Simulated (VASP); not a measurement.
Write the native input for VASP 6.6.1 that does the following.

```yaml
Task: single point
Functional: PBE
Potentials_or_basis: VASP PAW PBE potentials, release 64 (Ni, Si)
Cutoff: 400 eV
k_mesh: 1 × 1 × 1, shifted
Occupations: fermi-dirac, width 0.0862 eV
Spin: no spin polarisation
Dipole_correction: no
Further_INCAR_settings: LREAL = Auto; ALGO = Normal; EDIFF = 1e-06; NBANDS = 98; ISYM = -1
```

The structure of Si3Ni7 lies in POSCAR:

```
Si3Ni7
1.0
    6.3191000000      0.0520890000     -0.0979460000
    0.0520890000      6.2804780000      0.1071670000
   -0.0979460000      0.1071670000      6.3162060000
Ni Si
14 6
Direct
    0.2463223911      0.2080056059      0.7081721141
    0.4250305127      0.6560278069      0.2973898424
    0.5847419975      0.3894624729      0.6878878895
    0.3676428801      0.1571648446      0.3137206520
    0.1413876540      0.4713099913      0.4275497787
    0.1849389842      0.3971360443      0.0627014311
    0.8176047173      0.6893116117      0.5549131321
    0.9498745281      0.7440700566      0.1586996458
    0.6673362453      0.9730256613      0.1706389365
    0.8698535791      0.0989276937      0.5914973157
    0.1507406168      0.8689112322      0.4603020912
    0.2795326936      0.9404750193     -0.0166678821
    0.2895383782      0.6278014868      0.7218622262
    0.7773575269      0.3970516612      0.2658094472
    0.5137436790      0.9042818620      0.6051887738
    0.9824437014      0.4130261518      0.7468514575
    1.0025325678      0.1124211480      0.2586573677
    0.6266626571      0.6483988499      0.9702432348
    0.5190326710      0.2547832634      0.9717676745
    0.9292990130      0.8739815532      0.8523596507
```

These files were run (other wordings do the same):

INCAR

```
SYSTEM = Si3Ni7
PREC     = Accurate       ! precision mode
ENCUT    = 400            ! plane-wave cutoff, eV
EDIFF    = 1E-6           ! SCF threshold, eV
ISMEAR   = -1             ! smearing method
SIGMA    = 0.0862         ! smearing width, eV
LREAL    = Auto         
LASPH    = .True.         ! aspherical terms in the spheres
NELM     = 120            ! most SCF steps
ALGO     = Normal         ! electronic algorithm
ISIF     = 2              ! what is computed and relaxed
LWAVE    = .False.        ! write WAVECAR
LCHARG   = .False.        ! write CHGCAR
GGA      = PE             ! functional
NBANDS   = 98             ! bands
ISYM     = -1           
GGA_COMPAT= .False.
```

KPOINTS

```
explicit points
1
Reciprocal
  0.25000000   0.25000000   0.25000000 1
```

Potentials or basis: VASP PAW PBE potentials, release 64 (Ni, Si).

Launch:

```bash
$ cat potpaw_PBE.64/Ni/POTCAR potpaw_PBE.64/Si/POTCAR > POTCAR
$ mpirun -np 1 vasp_std > vasp.out
```

It gave:

| Property | Result |
| --- | --- |
| Pressure | -4.9 GPa |
| Largest force | 3.415 eV/Å |

Caveat: the atoms stand as in a frame of molecular dynamics.

It took 2.6 min on 1 thread of AMD EPYC 7R43 64-Core Processor (Zen 3) (shared host), peak memory 0.21 GiB.
